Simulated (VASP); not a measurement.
# AgCl (P6_3mc) in VASP: settings compared

The runs below take AgCl through single point, with PBE, r2SCAN.

All numbers are computed with VASP 6.6.1; they aren't measurements. Logs are shortened: lines on timing, memory, paths and dates and some standing lists are left out, and cuts for length are marked.

### 1 The cell of the first run

The typed cell holds 4 atoms: a = 4.520 Å, b = 4.520 Å, c = 5.722 Å, α = 90.00°, β = 90.00°, γ = 120.00°.

### 2 Single point, PBE

INCAR

```
ALGO = Normal
EDIFF = 1E-7
ENCUT = 520
GGA = PE
ISIF = 2
ISMEAR = 0
LASPH = True
LCHARG = False
LREAL = False
LWAVE = False
NBANDS = 26
NELM = 60
PREC = Accurate
SIGMA = 0.01
```

KPOINTS

```
k-points
0
Gamma
  6 6 4
```

POSCAR

```
AgCl
1.0
    4.5197408309      0.0000000000      0.0000000000
   -2.2598704154      3.9142103780      0.0000000000
    0.0000000000      0.0000000000      5.7224957422
Ag Cl
2 2
Direct
    0.3333333333      0.6666666667     -0.0622204403
    0.6666666667      0.3333333333      0.4377795597
    0.3333333333      0.6666666667      0.4372204403
    0.6666666667      0.3333333333      0.9372204403
```

Potentials or basis: VASP PAW PBE potentials, release 64 (Ag, Cl).

Launch:

```
$ cat potpaw_PBE.64/Ag/POTCAR potpaw_PBE.64/Cl/POTCAR > POTCAR
$ mpirun -np 1 vasp_std > vasp.out
```

OUTCAR:

```text
EDIFF = 1E-7
   ENCUT = 520
   GGA = PE
   ISIF = 2
   ISMEAR = 0
   LASPH = True
   LREAL = False
   NELM = 60
   PREC = Accurate

 ion  position               nearest neighbor table
   1  0.333  0.667  0.938-   4 2.61   4 2.61   4 2.61   3 2.86   3 2.86
   2  0.667  0.333  0.438-   3 2.61   3 2.61   3 2.61   4 2.86   4 2.86
   3  0.333  0.667  0.437-   2 2.61   2 2.61   2 2.61   1 2.86   1 2.86
   4  0.667  0.333  0.937-   1 2.61   1 2.61   1 2.61   2 2.86   2 2.86

  LATTYP: Found a hexagonal cell.
 ALAT       =     4.5197408309
 C/A-ratio  =     1.2661114777

  Lattice vectors:

 A1 = (   4.5197408309,   0.0000000000,   0.0000000000)
 A2 = (  -2.2598704154,   3.9142103780,   0.0000000000)
 A3 = (   0.0000000000,   0.0000000000,   5.7224957422)

Analysis of symmetry for initial positions (statically):
=====================================================================
 Subroutine PRICEL returns:
 Original cell was already a primitive cell.

 Routine SETGRP: Setting up the symmetry group for a
 hexagonal supercell.

 Subroutine GETGRP returns: Found 12 space group operations
 (whereof  6 operations were pure point group operations)
 out of a pool of 24 trial point group operations.

The static configuration has the point symmetry C_3v.
 The point group associated with its full space group is C_6v.

Analysis of symmetry for dynamics (positions and initial velocities):
=====================================================================
 Subroutine PRICEL returns:
 Original cell was already a primitive cell.

 Routine SETGRP: Setting up the symmetry group for a
 hexagonal supercell.

 Subroutine GETGRP returns: Found 12 space group operations
 (whereof  6 operations were pure point group operations)
 out of a pool of 24 trial point group operations.

The dynamic configuration has the point symmetry C_3v.
 The point group associated with its full space group is C_6v.

 Subroutine INISYM returns: Found 12 space group operations
 (whereof  6 operations are pure point group operations),
 and found     1 'primitive' translations

----------------------------------------------------------------------------------------

                                     Primitive cell

  volume of cell :     101.2379

  direct lattice vectors                    reciprocal lattice vectors
     4.519740831  0.000000000  0.000000000     0.221251624  0.127739685  0.000000000
    -2.259870415  3.914210378  0.000000000     0.000000000  0.255479370  0.000000000
     0.000000000  0.000000000  5.722495742     0.000000000  0.000000000  0.174748929

  length of vectors
     4.519740831  4.519740831  5.722495742     0.255479370  0.255479370  0.174748929

  position of ions in fractional coordinates (direct lattice)
     0.333333333  0.666666667  0.937779560
     0.666666667  0.333333333  0.437779560
     0.333333333  0.666666667  0.437220440
     0.666666667  0.333333333  0.937220440

  ion indices of the primitive-cell ions
   primitive index   ion index
                 1           1
                 2           2
                 3           3
                 4           4

----------------------------------------------------------------------------------------

 KPOINTS: k-points

Automatic generation of k-mesh.
 Grid dimensions read from file:
 generate k-points for:    6    6    4

 Generating k-lattice:

  Cartesian coordinates                     Fractional coordinates (reciprocal lattice)
     0.036875271  0.021289947  0.000000000     0.166666667  0.000000000  0.000000000
     0.000000000  0.042579895  0.000000000     0.000000000  0.166666667  0.000000000
     0.000000000  0.000000000  0.043687232     0.000000000  0.000000000  0.250000000

  Length of vectors
     0.042579895  0.042579895  0.043687232

  Shift w.r.t. Gamma in fractional coordinates (k-lattice)
     0.000000000  0.000000000  0.000000000

 Subroutine IBZKPT returns following result:
 ===========================================

 Found     21 irreducible k-points:

 Following reciprocal coordinates:
            Coordinates               Weight
  0.000000  0.000000  0.000000      1.000000
  0.166667  0.000000  0.000000      6.000000
  0.333333  0.000000  0.000000      6.000000
  0.500000  0.000000  0.000000      3.000000
  0.166667  0.166667  0.000000      6.000000
  0.333333  0.166667  0.000000     12.000000
[... 13 lines left out ...]
  0.333333  0.166667  0.500000     12.000000
  0.333333  0.333333  0.500000      2.000000
   k-points           NKPTS =     21   k-points in BZ     NKDIM =     21   number of bands    NBANDS=     26
   number of dos      NEDOS =    301   number of ions     NIONS =      4
   total plane-waves  NPLWV =  62208
   dimension x,y,z NGX =    36 NGY =   36 NGZ =   48
   dimension x,y,z NGXF=    72 NGYF=   72 NGZF=   96
   ions per type =               2   2
   NGX,Y,Z   is equivalent  to a cutoff of  13.24, 13.24, 13.94 a.u.
   NGXF,Y,Z  is equivalent  to a cutoff of  26.48, 26.48, 27.89 a.u.
 SYSTEM =  unknown system
   PREC   = accura    normal or accurate (medium, high low for compatibility)
   ISTART =      0    job   : 0-new  1-cont  2-samecut
   ICHARG =      2    charge: 1-file 2-atom 10-const
   ISPIN  =      1    spin polarized calculation?
   LNONCOLLINEAR =      F non collinear calculations
   LSORBIT =      F    spin-orbit coupling
   LASPH  =      T    aspherical Exc in radial PAW
   ENCUT  =  520.0 eV  38.22 Ry    6.18 a.u.   8.40  8.40 10.64*2*pi/ulx,y,z
   NELM   =     60;   NELMIN=  2; NELMDL= -5     # of ELM steps
   EDIFF  = 0.1E-06   stopping-criterion for ELM
   LREAL  =      F    real-space projection
   EDIFFG = 0.1E-05   stopping-criterion for IOM
   NSW    =      0    number of steps for IOM
   IBRION =     -1    ionic relax: 0-MD 1-quasi-New 2-CG
   NFREE  =      0    steps in history (QN), initial steepest desc. (CG)
   ISIF   =      2    stress and relaxation
   ISYM   =      2    0-nonsym 1-usesym 2-fastsym
   POTIM  = 0.5000    time-step for ionic-motion
   TEBEG  =    0.0;   TEEND  =   0.0 temperature during run
   PSTRESS=    0.0 pullay stress
   NELECT =      36.0000    total number of electrons
   NUPDOWN=      -1.0000    fix difference up-down
   EMIN   =  10.00;   EMAX   =-10.00  energy-range for DOS
   EFERMI =   0.00;   METHOD = LEGACY
   ISMEAR =     0;   SIGMA  =   0.01  broadening in eV -4-tet -1-fermi 0-gaus
   EFERMI_NEDOS =   21; number of points for ismear=-14 and -15
   IALGO  =     38    algorithm
   IMIX   =      4    mixing-type and parameters
     AMIX     =   0.40;   BMIX     =  1.00
     AMIX_MAG =   1.60;   BMIX_MAG =  1.00
  volume/ion in A,a.u.               =      25.31       170.80
  Fermi-wavevector in a.u.,A,eV,Ry     =   1.159831  2.191762 18.302656  1.345207
  Thomas-Fermi vector in A             =   2.296419
   LORBIT       =      0    0 simple, 1 ext, 2 COOP (PROOUT), +10 PAW based schemes
   GGA     = PE    functional components
   LHFCALC =     F    Hartree Fock is set to
   AEXX    =    0.0000 exact exchange contribution
   IVDW    =     0    specifies the selected vdW correction
   LEPSILON=     F    determine dielectric tensor
   LRPA    =     F    only Hartree local field effects (RPA)
 non-spin polarized calculation
 Gauss-broadening in eV      SIGMA  =   0.01
  energy-cutoff  :      520.00
  volume of cell :      101.24
 maximum number of plane-waves:      2763
 NGX is ok and might be reduce to    36
   NGX = 17   NGY = 17   NGZ = 21

 number of electron      35.9999990 magnetization

 Free energy of the ion-electron system (eV)
  ---------------------------------------------------
  ext. energy  EPLUGINS =         0.00000000
  ---------------------------------------------------
  free energy    TOTEN  =       -10.84386714 eV

  energy without entropy =      -10.84386714  energy(sigma->0) =      -10.84386714

 E-fermi :   2.1919     XC(G=0):  -8.8403

 val. band max:        2.1134786019   @ k =   0.3333   0.3333   0.5000
 cond. band min:       3.4769448305   @ k =   0.0000   0.0000   0.0000
 fundamental gap:      1.3634662286
 Fermi energy:         2.1919444806

 k-point     1 :       0.0000    0.0000    0.0000
  band No.  band energies     occupation
      1     -12.6888      2.00000
      2     -12.3119      2.00000
      3      -2.0272      2.00000
      4      -2.0272      2.00000
      5      -1.8075      2.00000
      6      -1.8075      2.00000
[... 18 lines left out ...]
     25      10.5717      0.00000
     26      12.7375      0.00000

 k-point     2 :       0.1667    0.0000    0.0000
  band No.  band energies     occupation
      1     -12.6461      2.00000
      2     -12.3124      2.00000
      3      -2.0427      2.00000
      4      -1.9559      2.00000
      5      -1.8409      2.00000
      6      -1.6752      2.00000
[... 18 lines left out ...]
     25      11.0208      0.00000
     26      12.1407      0.00000

 k-point     3 :       0.3333    0.0000    0.0000
  band No.  band energies     occupation
      1     -12.5464      2.00000
      2     -12.3270      2.00000
      3      -2.0958      2.00000
      4      -1.7983      2.00000
      5      -1.7775      2.00000
      6      -1.5424      2.00000
[... 18 lines left out ...]
     25      11.4213      0.00000
     26      12.1733      0.00000

 k-point     4 :       0.5000    0.0000    0.0000
  band No.  band energies     occupation
      1     -12.4777      2.00000
      2     -12.3527      2.00000
      3      -2.1220      2.00000
      4      -1.7183      2.00000
      5      -1.6658      2.00000
      6      -1.4022      2.00000
[... 18 lines left out ...]
     25      12.0613      0.00000
     26      12.3063      0.00000
[... 409 lines left out ...]
      1     -12.4278      2.00000
      2     -12.4278      2.00000
      3      -2.2524      2.00000
      4      -2.2524      2.00000
      5      -1.7171      2.00000
      6      -1.7171      2.00000
[... 18 lines left out ...]
     25      10.6790      0.00000
     26      10.6790      0.00000

 k-point    20 :       0.3333    0.1667    0.5000
  band No.  band energies     occupation
      1     -12.3930      2.00000
      2     -12.3930      2.00000
      3      -2.3224      2.00000
      4      -2.3224      2.00000
      5      -1.5783      2.00000
      6      -1.5783      2.00000
[... 18 lines left out ...]
     25      11.3285      0.00000
     26      11.3285      0.00000

 k-point    21 :       0.3333    0.3333    0.5000
  band No.  band energies     occupation
      1     -12.3814      2.00000
      2     -12.3814      2.00000
      3      -2.3128      2.00000
      4      -2.3128      2.00000
      5      -1.5476      2.00000
      6      -1.5476      2.00000
[... 18 lines left out ...]
     25      11.4481      0.00000
     26      11.4481      0.00000

------------------------ aborting loop because EDIFF is reached ----------------------------------------

  FORCE on cell =-STRESS in cart. coord.  units (eV):
  Direction    XX          YY          ZZ          XY          YZ          ZX
  --------------------------------------------------------------------------------------
  -------------------------------------------------------------------------------------
  Total        0.6102808      0.6102808      0.8980256      0.0000000      0.0000000      0.0000000
  in kB        9.6582198      9.6582198     14.2120302      0.0000000      0.0000000      0.0000000
  external PRESSURE =      11.1761566 kB  Pullay stress =       0.0000000 kB

 VOLUME and BASIS-vectors are now :
 -----------------------------------------------------------------------------
  energy-cutoff  :      520.00
  volume of cell :      101.24
      direct lattice vectors                 reciprocal lattice vectors
     4.519740831  0.000000000  0.000000000     0.221251624  0.127739685  0.000000000
    -2.259870415  3.914210378  0.000000000     0.000000000  0.255479370  0.000000000
     0.000000000  0.000000000  5.722495742     0.000000000  0.000000000  0.174748929

 POSITION                                       TOTAL-FORCE (eV/Angst)
 -----------------------------------------------------------------------------------
     -0.00000      2.60947      5.36644        -0.000000      0.000000     -0.001612
      2.25987      1.30474      2.50519         0.000000     -0.000000     -0.001612
     -0.00000      2.60947      2.50199        -0.000000     -0.000000      0.001612
      2.25987      1.30474      5.36324         0.000000      0.000000      0.001612
 -----------------------------------------------------------------------------------
    total drift:                               -0.000000      0.000000      0.000096

  FREE ENERGIE OF THE ION-ELECTRON SYSTEM (eV)
  ---------------------------------------------------
  free  energy   TOTEN  =       -10.8438671444 eV

  energy  without entropy=      -10.8438671444  energy(sigma->0) =      -10.84386714
```

Wall time 28 s (1 thread of Intel Xeon 6975P-C (Granite Rapids), shared host); peak memory 0.25 GiB.

Results:

```yaml
Free_energy: -10.8439 eV
Pressure: 1.1 GPa
Band_gap_on_the_k_mesh: 1.36 eV, indirect (least direct gap 1.39 eV)
```

Stress tensor (GPa, compression positive):
```
0.97 0.00 0.00
0.00 0.97 0.00
0.00 0.00 1.42
```

Levels at points of the mesh, in eV from the valence-band top:
| k point | band 15 | band 16 | band 17 | band 18 | band 19 | band 20 | band 21 | band 22 |
| --- | --- | --- | --- | --- | --- | --- | --- | --- |
| (0.00, 0.00, 0.00) | -0.32 | -0.32 | -0.03 | -0.03 | 1.36 | 3.04 | 7.45 | 7.45 |
| (0.50, 0.00, 0.00) | -1.42 | -1.39 | -1.39 | -1.01 | 4.02 | 4.39 | 6.15 | 7.54 |
| (0.00, 0.00, 0.50) | -0.13 | -0.13 | -0.13 | -0.13 | 3.46 | 3.46 | 7.34 | 7.34 |
| (0.50, 0.00, 0.50) | -1.12 | -1.12 | -0.13 | -0.13 | 4.82 | 4.82 | 6.27 | 6.27 |

A k mesh can miss the band edges. PBE gaps usually lie below the measured ones, often by a third to a half.

(Continued in part 2 of 3.)
